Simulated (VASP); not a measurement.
Input of a VASP 6.6.1 run:

File INCAR:

```
SYSTEM = Ga
ALGO = Normal ; EDIFF = 1E-7
ENCUT = 520 ; GGA = PE
ISIF = 2 ; ISMEAR = -1
LASPH = .True. ; LCHARG = .False.
LREAL = .False. ; LWAVE = .False.
NBANDS = 12 ; NELM = 60
PREC = Accurate ; SIGMA = 0.1
```

KPOINTS

```
k-points
0
Gamma
  21 21 21
  0 0 0
```

File POSCAR:

```
Ga
1.0
    0.0000000000      2.1720849343      2.1720849343
    2.1720849343      0.0000000000      2.1720849343
    2.1720849343      2.1720849343      0.0000000000
Ga
1
Direct
    0.0000000000      0.0000000000      0.0000000000
```

Potentials or basis: VASP PAW PBE potentials, release 64 (Ga_d).

Command:

```console
$ cat potpaw_PBE.64/Ga_d/POTCAR > POTCAR
$ mpirun -np 1 vasp_std > vasp.out
```

(1) Predict the pressure.

Answers

(1) -3.1 GPa.
